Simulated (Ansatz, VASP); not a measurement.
**One calculation of Si, two programs**

```xyz
2
Lattice="3.7500 0.0000 0.0000 -1.8750 3.2476 0.0000 0.0000 0.0000 28.0000" Properties=species:S:1:pos:R:3 pbc="T T T"
Si    0.0000    2.1651   14.2145
Si    1.8750    1.0825   13.7855
```

Alike in both runs: task single point; functional PBE; k mesh 15 × 15 × 1; occupations gaussian, width 0.1 eV; no spin polarisation.

```csv
,VASP,Ansatz
version,VASP 6.6.1,Ansatz 0.2.0
potentials or method,"VASP PAW PBE potentials, release 64 (Si), cutoff 520 eV","scalar-relativistic, plane waves, PAW"
valence electrons in the cell,8,8
```

Ansatz gave:

- gap on the k mesh at the Fermi level (eV): none
- rms of the force components (eV/Å): 0.181

Problem. Estimate VASP's values.

Solution. gap on the k mesh at the Fermi level (eV): none; rms of the force components (eV/Å): 0.178.

Atom by atom the forces differ by 0.003 eV/Å (rms over components). A gap of «none» marks a metal or a gap that the smearing closes. With one functional, cell and mesh, what is left measures potentials, basis and numerics.
